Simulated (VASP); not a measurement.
# Au (Fm-3m) in VASP: a series of runs

The runs below take Au through single point, relaxation of volume and atoms at fixed shape, with PBEsol.

Program: VASP 6.6.1. These are calculated values, not measurements. Logs are shortened: lines on timing, memory, paths and dates and some standing lists are left out, and cuts for length are marked.

### 1 The cell of the first run

It takes space group Fm-3m (No. 225, cubic). Conventional cell: a = 4.081 Å, b = 4.081 Å, c = 4.081 Å, α = 90.00°, β = 90.00°, γ = 90.00°. Within 3.8 Å of Au (site symmetry m-3m) lie 12 Au at 2.89 Å.

### 2 Single point, PBEsol

File INCAR:

```
  PREC = Accurate
  ENCUT = 520
  EDIFF = 1E-6
  ISMEAR = 0
  SIGMA = 0.05
  LREAL = False
  LASPH = True
  NELM = 100
  ALGO = Normal
  ISIF = 2
  LWAVE = False
  LCHARG = False
  GGA = PS
  NBANDS = 12
```

File KPOINTS:

```
Automatic mesh
0
Gamma
  7 7 7
```

File POSCAR:

```
Au
1.0
    0.0000000000      2.0406015254      2.0406015254
    2.0406015254      0.0000000000      2.0406015254
    2.0406015254      2.0406015254      0.0000000000
Au
1
Direct
    0.0000000000      0.0000000000      0.0000000000
```

Potentials or basis: VASP PAW PBE potentials, release 64 (Au).

On the command line:

```sh
$ cat potpaw_PBE.64/Au/POTCAR > POTCAR
$ mpirun -np 1 vasp_std > vasp.out
```

OUTCAR:

```text
PREC = Accurate
   ENCUT = 520
   EDIFF = 1E-6
   ISMEAR = 0
   LREAL = False
   LASPH = True
   NELM = 100
   ISIF = 2
   GGA = PS

 ion  position               nearest neighbor table
   1  0.000  0.000  0.000-

  LATTYP: Found a face centered cubic cell.
 ALAT       =     4.0812030508

  Lattice vectors:

 A1 = (   0.0000000000,   2.0406015254,   2.0406015254)
 A2 = (   2.0406015254,   0.0000000000,   2.0406015254)
 A3 = (   2.0406015254,   2.0406015254,   0.0000000000)

Analysis of symmetry for initial positions (statically):
=====================================================================
 Subroutine PRICEL returns:
 Original cell was already a primitive cell.

 Routine SETGRP: Setting up the symmetry group for a
 face centered cubic supercell.

 Subroutine GETGRP returns: Found 48 space group operations
 (whereof 48 operations were pure point group operations)
 out of a pool of 48 trial point group operations.

The static configuration has the point symmetry O_h .

Analysis of symmetry for dynamics (positions and initial velocities):
=====================================================================
 Subroutine PRICEL returns:
 Original cell was already a primitive cell.

 Routine SETGRP: Setting up the symmetry group for a
 face centered cubic supercell.

 Subroutine GETGRP returns: Found 48 space group operations
 (whereof 48 operations were pure point group operations)
 out of a pool of 48 trial point group operations.

The dynamic configuration has the point symmetry O_h .

 Subroutine INISYM returns: Found 48 space group operations
 (whereof 48 operations are pure point group operations),
 and found     1 'primitive' translations

----------------------------------------------------------------------------------------

                                     Primitive cell

  volume of cell :      16.9944

  direct lattice vectors                    reciprocal lattice vectors
     0.000000000  2.040601525  2.040601525    -0.245025790  0.245025790  0.245025790
     2.040601525  0.000000000  2.040601525     0.245025790 -0.245025790  0.245025790
     2.040601525  2.040601525  0.000000000     0.245025790  0.245025790 -0.245025790

  length of vectors
     2.885846353  2.885846353  2.885846353     0.424397117  0.424397117  0.424397117

  position of ions in fractional coordinates (direct lattice)
     0.000000000  0.000000000  0.000000000

  ion indices of the primitive-cell ions
   primitive index   ion index
                 1           1

----------------------------------------------------------------------------------------

 KPOINTS: Automatic mesh

Automatic generation of k-mesh.
 Grid dimensions read from file:
 generate k-points for:    7    7    7

 Generating k-lattice:

  Cartesian coordinates                     Fractional coordinates (reciprocal lattice)
    -0.035003684  0.035003684  0.035003684     0.142857143  0.000000000  0.000000000
     0.035003684 -0.035003684  0.035003684     0.000000000  0.142857143  0.000000000
     0.035003684  0.035003684 -0.035003684     0.000000000  0.000000000  0.142857143

  Length of vectors
     0.060628160  0.060628160  0.060628160

  Shift w.r.t. Gamma in fractional coordinates (k-lattice)
     0.000000000  0.000000000  0.000000000

 Subroutine IBZKPT returns following result:
 ===========================================

 Found     20 irreducible k-points:

 Following reciprocal coordinates:
            Coordinates               Weight
  0.000000  0.000000  0.000000      1.000000
  0.142857  0.000000  0.000000      8.000000
  0.285714  0.000000  0.000000      8.000000
  0.428571  0.000000  0.000000      8.000000
  0.142857  0.142857  0.000000      6.000000
  0.285714  0.142857  0.000000     24.000000
[... 12 lines left out ...]
 -0.428571  0.428571  0.142857     24.000000
 -0.285714  0.428571  0.142857     24.000000
   k-points           NKPTS =     20   k-points in BZ     NKDIM =     20   number of bands    NBANDS=     12
   number of dos      NEDOS =    301   number of ions     NIONS =      1
   total plane-waves  NPLWV =  13824
   dimension x,y,z NGX =    24 NGY =   24 NGZ =   24
   dimension x,y,z NGXF=    48 NGYF=   48 NGZF=   48
   ions per type =               1
   NGX,Y,Z   is equivalent  to a cutoff of  13.83, 13.83, 13.83 a.u.
   NGXF,Y,Z  is equivalent  to a cutoff of  27.65, 27.65, 27.65 a.u.
 SYSTEM =  unknown system
   PREC   = accura    normal or accurate (medium, high low for compatibility)
   ISTART =      0    job   : 0-new  1-cont  2-samecut
   ICHARG =      2    charge: 1-file 2-atom 10-const
   ISPIN  =      1    spin polarized calculation?
   LNONCOLLINEAR =      F non collinear calculations
   LSORBIT =      F    spin-orbit coupling
   LASPH  =      T    aspherical Exc in radial PAW
   ENCUT  =  520.0 eV  38.22 Ry    6.18 a.u.   5.37  5.37  5.37*2*pi/ulx,y,z
   NELM   =    100;   NELMIN=  2; NELMDL= -5     # of ELM steps
   EDIFF  = 0.1E-05   stopping-criterion for ELM
   LREAL  =      F    real-space projection
   EDIFFG = 0.1E-04   stopping-criterion for IOM
   NSW    =      0    number of steps for IOM
   IBRION =     -1    ionic relax: 0-MD 1-quasi-New 2-CG
   NFREE  =      0    steps in history (QN), initial steepest desc. (CG)
   ISIF   =      2    stress and relaxation
   ISYM   =      2    0-nonsym 1-usesym 2-fastsym
   POTIM  = 0.5000    time-step for ionic-motion
   TEBEG  =    0.0;   TEEND  =   0.0 temperature during run
   PSTRESS=    0.0 pullay stress
   NELECT =      11.0000    total number of electrons
   NUPDOWN=      -1.0000    fix difference up-down
   EMIN   =  10.00;   EMAX   =-10.00  energy-range for DOS
   EFERMI =   0.00;   METHOD = LEGACY
   ISMEAR =     0;   SIGMA  =   0.05  broadening in eV -4-tet -1-fermi 0-gaus
   EFERMI_NEDOS =   21; number of points for ismear=-14 and -15
   IALGO  =     38    algorithm
   IMIX   =      4    mixing-type and parameters
     AMIX     =   0.40;   BMIX     =  1.00
     AMIX_MAG =   1.60;   BMIX_MAG =  1.00
  volume/ion in A,a.u.               =      16.99       114.68
  Fermi-wavevector in a.u.,A,eV,Ry     =   1.416133  2.676104 27.285586  2.005434
  Thomas-Fermi vector in A             =   2.537500
   LORBIT       =      0    0 simple, 1 ext, 2 COOP (PROOUT), +10 PAW based schemes
   GGA     = PS    functional components
   LHFCALC =     F    Hartree Fock is set to
   AEXX    =    0.0000 exact exchange contribution
   IVDW    =     0    specifies the selected vdW correction
   LEPSILON=     F    determine dielectric tensor
   LRPA    =     F    only Hartree local field effects (RPA)
 non-spin polarized calculation
 Gauss-broadening in eV      SIGMA  =   0.05
  energy-cutoff  :      520.00
  volume of cell :       16.99
 maximum number of plane-waves:       471
 NGX is ok and might be reduce to    24
   NGX = 11   NGY = 11   NGZ = 11

 number of electron      11.0000000 magnetization

 Free energy of the ion-electron system (eV)
  ---------------------------------------------------
  ext. energy  EPLUGINS =         0.00000000
  ---------------------------------------------------
  free energy    TOTEN  =        -3.97622739 eV

  energy without entropy =       -3.97574474  energy(sigma->0) =       -3.97598606

 E-fermi :   8.8881     XC(G=0): -12.8989

 val. band max:        8.5573058220   @ k =   0.4286   0.2857   0.0000
 cond. band min:       8.8955865201   @ k =   0.4286   0.4286   0.0000
 fundamental gap:      0.3382806981
 Fermi energy:         8.8881467531

 k-point     1 :       0.0000    0.0000    0.0000
  band No.  band energies     occupation
      1      -0.6250      2.00000
      2       4.6414      2.00000
      3       4.6414      2.00000
      4       4.6414      2.00000
      5       6.1785      2.00000
      6       6.1785      2.00000
      7      23.8222      0.00000
      8      27.8300      0.00000
      9      27.8300      0.00000
     10      27.8300      0.00000
     11      32.7036      0.00000
     12      37.4052      0.00000

 k-point     2 :       0.1429    0.0000    0.0000
  band No.  band energies     occupation
      1       0.0631      2.00000
      2       4.4525      2.00000
      3       4.8443      2.00000
      4       4.8443      2.00000
      5       6.1154      2.00000
      6       6.1154      2.00000
      7      24.1413      0.00000
      8      24.9576      0.00000
      9      28.6164      0.00000
     10      28.6164      0.00000
     11      32.2668      0.00000
     12      34.5643      0.00000

 k-point     3 :       0.2857    0.0000    0.0000
  band No.  band energies     occupation
      1       1.5160      2.00000
      2       4.7269      2.00000
      3       4.8795      2.00000
      4       4.8795      2.00000
      5       6.5205      2.00000
      6       6.5205      2.00000
      7      19.0711      0.00000
      8      24.6187      0.00000
      9      28.9393      0.00000
     10      28.9393      0.00000
     11      31.4987      0.00000
     12      32.3485      0.00000
[... 226 lines left out ...]
 k-point    19 :      -0.4286    0.4286    0.1429
  band No.  band energies     occupation
      1       2.9089      2.00000
      2       3.1531      2.00000
      3       5.3821      2.00000
      4       6.7200      2.00000
      5       7.4789      2.00000
      6      11.1941      0.00000
      7      16.0157      0.00000
      8      18.3872      0.00000
      9      19.6471      0.00000
     10      29.6425      0.00000
     11      29.8987      0.00000
     12      34.9402      0.00000

 k-point    20 :      -0.2857    0.4286    0.1429
  band No.  band energies     occupation
      1       3.3062      2.00000
      2       3.7786      2.00000
      3       4.6148      2.00000
      4       6.1054      2.00000
      5       7.4714      2.00000
      6      13.0656      0.00000
      7      15.1670      0.00000
      8      16.3600      0.00000
      9      20.2336      0.00000
     10      29.4269      0.00000
     11      32.9628      0.00000
     12      34.6575      0.00000

------------------------ aborting loop because EDIFF is reached ----------------------------------------

  FORCE on cell =-STRESS in cart. coord.  units (eV):
  Direction    XX          YY          ZZ          XY          YZ          ZX
  --------------------------------------------------------------------------------------
  -------------------------------------------------------------------------------------
  Total       -0.0304875     -0.0304875     -0.0304875      0.0000000      0.0000000     -0.0000000
  in kB       -2.8742699     -2.8742699     -2.8742699      0.0000000      0.0000000     -0.0000000
  external PRESSURE =      -2.8742699 kB  Pullay stress =       0.0000000 kB

 VOLUME and BASIS-vectors are now :
 -----------------------------------------------------------------------------
  energy-cutoff  :      520.00
  volume of cell :       16.99
      direct lattice vectors                 reciprocal lattice vectors
     0.000000000  2.040601525  2.040601525    -0.245025790  0.245025790  0.245025790
     2.040601525  0.000000000  2.040601525     0.245025790 -0.245025790  0.245025790
     2.040601525  2.040601525  0.000000000     0.245025790  0.245025790 -0.245025790

 POSITION                                       TOTAL-FORCE (eV/Angst)
 -----------------------------------------------------------------------------------
      0.00000      0.00000      0.00000        -0.000000      0.000000     -0.000000
 -----------------------------------------------------------------------------------
    total drift:                               -0.000000      0.000000     -0.000000

  FREE ENERGIE OF THE ION-ELECTRON SYSTEM (eV)
  ---------------------------------------------------
  free  energy   TOTEN  =        -3.9762273916 eV

  energy  without entropy=       -3.9757447365  energy(sigma->0) =       -3.97598606
```

Wall time 3.9 s (1 thread of Intel Xeon Platinum 8259CL at 2.50GHz (Skylake/Cascade Lake), shared host); peak memory 0.14 GiB.

What came out:

```
Free energy : -3.9762 eV
Pressure    : -0.3 GPa
```

Caveat: the k points lie up to 0.38 Å⁻¹ apart; the PAW data sets were made with another functional, which shifts forces and pressure a little; spin-orbit coupling is left out, which moves the levels of the heavy elements.

### 3 Relaxation of volume and atoms at fixed shape, PBEsol

This run uses another cell than the first one, of 16.85 Å³/atom, 0.992 times its volume.

File INCAR:

```
PREC = Accurate
ENCUT = 600
EDIFF = 1E-6
ISMEAR = 0
SIGMA = 0.05
LREAL = False
LASPH = True
NELM = 80
ALGO = Normal
ISIF = 8
LWAVE = False
LCHARG = False
GGA = PS
IBRION = 2
NSW = 80
EDIFFG = -0.01
```

KPOINTS is that of step 2.

File POSCAR:

```
Au
1.0
    0.0000000000      2.0350000000      2.0350000000
    2.0350000000      0.0000000000      2.0350000000
    2.0350000000      2.0350000000      0.0000000000
Au
1
Direct
    0.0000000000      0.0000000000      0.0000000000
```

Potentials or basis: VASP PAW PBE potentials, release 64 (Au).

On the command line:

```sh
$ cat potpaw_PBE.64/Au/POTCAR > POTCAR
$ mpirun -np 1 vasp_std > vasp.out
```

OUTCAR:

```text
PREC = Accurate
   ENCUT = 600
   EDIFF = 1E-6
   ISMEAR = 0
   LREAL = False
   LASPH = True
   NELM = 80
   ISIF = 8
   GGA = PS
   IBRION = 2
   NSW = 80
   EDIFFG = -0.01

 ion  position               nearest neighbor table
   1  0.000  0.000  0.000-

  LATTYP: Found a face centered cubic cell.
 ALAT       =     4.0700000000

  Lattice vectors:

 A1 = (   0.0000000000,   2.0350000000,   2.0350000000)
 A2 = (   2.0350000000,   0.0000000000,   2.0350000000)
 A3 = (   2.0350000000,   2.0350000000,   0.0000000000)

Analysis of symmetry for initial positions (statically):
=====================================================================
 Subroutine PRICEL returns:
 Original cell was already a primitive cell.

 Routine SETGRP: Setting up the symmetry group for a
 face centered cubic supercell.

 Subroutine GETGRP returns: Found 48 space group operations
 (whereof 48 operations were pure point group operations)
 out of a pool of 48 trial point group operations.

The static configuration has the point symmetry O_h .

Analysis of symmetry for dynamics (positions and initial velocities):
=====================================================================
 Subroutine PRICEL returns:
 Original cell was already a primitive cell.

 Routine SETGRP: Setting up the symmetry group for a
 face centered cubic supercell.

 Subroutine GETGRP returns: Found 48 space group operations
 (whereof 48 operations were pure point group operations)
 out of a pool of 48 trial point group operations.

The dynamic configuration has the point symmetry O_h .

 Subroutine INISYM returns: Found 48 space group operations
 (whereof 48 operations are pure point group operations),
 and found     1 'primitive' translations

----------------------------------------------------------------------------------------

                                     Primitive cell

  volume of cell :      16.8548

[... 92 lines left out ...]
   NELECT =      11.0000    total number of electrons
   NUPDOWN=      -1.0000    fix difference up-down
   EMIN   =  10.00;   EMAX   =-10.00  energy-range for DOS
   EFERMI =   0.00;   METHOD = LEGACY
   ISMEAR =     0;   SIGMA  =   0.05  broadening in eV -4-tet -1-fermi 0-gaus
   EFERMI_NEDOS =   21; number of points for ismear=-14 and -15
   IALGO  =     38    algorithm
   IMIX   =      4    mixing-type and parameters
     AMIX     =   0.40;   BMIX     =  1.00
     AMIX_MAG =   1.60;   BMIX_MAG =  1.00
  volume/ion in A,a.u.               =      16.85       113.74
  Fermi-wavevector in a.u.,A,eV,Ry     =   1.420032  2.683470 27.436005  2.016489
  Thomas-Fermi vector in A             =   2.540990
   LORBIT       =      0    0 simple, 1 ext, 2 COOP (PROOUT), +10 PAW based schemes
   GGA     = PS    functional components
   LHFCALC =     F    Hartree Fock is set to
   AEXX    =    0.0000 exact exchange contribution
   IVDW    =     0    specifies the selected vdW correction
   LEPSILON=     F    determine dielectric tensor
   LRPA    =     F    only Hartree local field effects (RPA)
 conjugate gradient relaxation of ions
 non-spin polarized calculation
 Gauss-broadening in eV      SIGMA  =   0.05
  energy-cutoff  :      600.00
  volume of cell :       16.85
 maximum number of plane-waves:       568
   NGX = 11   NGY = 11   NGZ = 11

--------------------------------------- Ionic step        1  -------------------------------------------

 number of electron      10.9999999 magnetization

 Free energy of the ion-electron system (eV)
  ---------------------------------------------------
  ext. energy  EPLUGINS =         0.00000000
  ---------------------------------------------------
  free energy    TOTEN  =        -3.97561378 eV

  energy without entropy =       -3.97513112  energy(sigma->0) =       -3.97537245

------------------------ aborting loop because EDIFF is reached ----------------------------------------

  FORCE on cell =-STRESS in cart. coord.  units (eV):
  Direction    XX          YY          ZZ          XY          YZ          ZX
  --------------------------------------------------------------------------------------
  -------------------------------------------------------------------------------------
  Total        0.1362305      0.1362305      0.1362305      0.0000000      0.0000000     -0.0000000
  in kB       12.9497547     12.9497547     12.9497547      0.0000000      0.0000000     -0.0000000
  external PRESSURE =      12.9497547 kB  Pullay stress =       0.0000000 kB
[... 57 lines left out ...]
--------------------------------------- Ionic step        3  -------------------------------------------

 number of electron      11.0000000 magnetization

 Free energy of the ion-electron system (eV)
  ---------------------------------------------------
  ext. energy  EPLUGINS =         0.00000000
  ---------------------------------------------------
  free energy    TOTEN  =        -3.97609516 eV

  energy without entropy =       -3.97561251  energy(sigma->0) =       -3.97585383

 E-fermi :   8.9037     XC(G=0): -12.9056

 val. band max:        8.5754156799   @ k =   0.4286   0.2857   0.0000
 cond. band min:       8.9111152193   @ k =   0.4286   0.4286   0.0000
 fundamental gap:      0.3356995394
 Fermi energy:         8.9036754522

 k-point     1 :       0.0000    0.0000    0.0000
  band No.  band energies     occupation
      1      -0.6184      2.00000
      2       4.6540      2.00000
      3       4.6540      2.00000
      4       4.6540      2.00000
      5       6.1941      2.00000
      6       6.1941      2.00000
      7      23.8392      0.00000
      8      27.8534      0.00000
      9      27.8534      0.00000
[... 254 lines left out ...]
  FREE ENERGIE OF THE ION-ELECTRON SYSTEM (eV)
  ---------------------------------------------------
  free  energy   TOTEN  =        -3.9760951608 eV

  energy  without entropy=       -3.9756125057  energy(sigma->0) =       -3.97585383

 reached required accuracy - stopping structural energy minimisation
```

CONTCAR:

```text
Au
   1.00000000000000
     0.0000000000000000    2.0398451125692585    2.0398451125692585
     2.0398451125692585    0.0000000000000000    2.0398451125692585
     2.0398451125692585    2.0398451125692585    0.0000000000000000
  Au
     1
Direct
     0.0000000000000000    0.0000000000000000    0.0000000000000000

  0.00000000E+00  0.00000000E+00  0.00000000E+00
```

Run time: 8.6 s. Hardware: 1 thread of Intel Xeon Platinum 8259CL at 2.50GHz (Skylake/Cascade Lake), shared host; peak memory 0.14 GiB.

Results:

```
Free energy                            : -3.9761 eV
Relaxed volume                         : 16.98 Å³/atom
Relaxed cell                           : a = 2.885 Å, b = 2.885 Å, c = 2.885 Å, α = 60.00°, β = 60.00°, γ = 60.00°
Space group after relaxing (to 0.05 Å) : Fm-3m (No. 225)
Energy gained by relaxing              : 0.5 meV/atom
Ionic steps                            : 3
Pressure after relaxing                : 0.0 GPa
```

Step by step:
```
step  energy change (eV)  largest force (eV/Å)  pressure (GPa)  volume (Å³)
   1              0.0000                0.0000            1.29        16.85
   2              0.0010                0.0000           -2.14        17.19
   3             -0.0005                0.0000           -0.03        16.98
```

Final structure:
```cif
data_structure
_symmetry_space_group_name_H-M 'P 1'
_symmetry_Int_Tables_number 1
_cell_length_a 2.8848
_cell_length_b 2.8848
_cell_length_c 2.8848
_cell_angle_alpha 60.000
_cell_angle_beta 60.000
_cell_angle_gamma 60.000
_cell_volume 16.98
loop_
_atom_site_label
_atom_site_type_symbol
_atom_site_fract_x
_atom_site_fract_y
_atom_site_fract_z
_atom_site_occupancy
Au1 Au 0.00000 0.00000 0.00000 1
```

Caveat: the k points lie up to 0.38 Å⁻¹ apart in the final cell; the PAW data sets were made with another functional, which shifts forces and pressure a little; spin-orbit coupling is left out, which moves the levels of the heavy elements. Zero-point motion and thermal expansion aren't in these numbers.
